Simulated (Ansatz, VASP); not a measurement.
BaZrO3: VASP beside Ansatz

```xyz
5
Lattice="4.1913 0.0000 0.0000 0.0000 4.1913 0.0000 0.0000 0.0000 4.1913" Properties=species:S:1:pos:R:3 pbc="T T T"
Ba    0.0000    0.0000    0.0000
Zr    2.0957    2.0957    2.0957
O     2.0957    2.0957    0.0000
O     2.0957    0.0000    2.0957
O     0.0000    2.0957    2.0957
```

Alike in both runs: functional r2SCAN; k mesh 5 × 5 × 5; occupations fermi-dirac, width 0.05 eV; non-collinear spin, spin-orbit coupling.

|  | VASP | Ansatz |
| --- | --- | --- |
| version | VASP 6.6.1 | Ansatz 0.2.0 |
| potentials or method | VASP PAW PBE potentials, release 64 (Ba_sv, Zr_sv, O) | Ansatz PAW |
| plane-wave cutoff (eV) | 520 | 500 |
| valence electrons in the cell | 40 | 40 |
| task | single point | band structure |

VASP gave:

- pressure (GPa): 2.7

Which values does Ansatz return?

Pressure (GPa): 1.6.

VASP's potentials were made for PBE, not for r2SCAN.

Noted on Ansatz's run: the k mesh misses the band edges, so the gap on the mesh is wider than the one along the path.
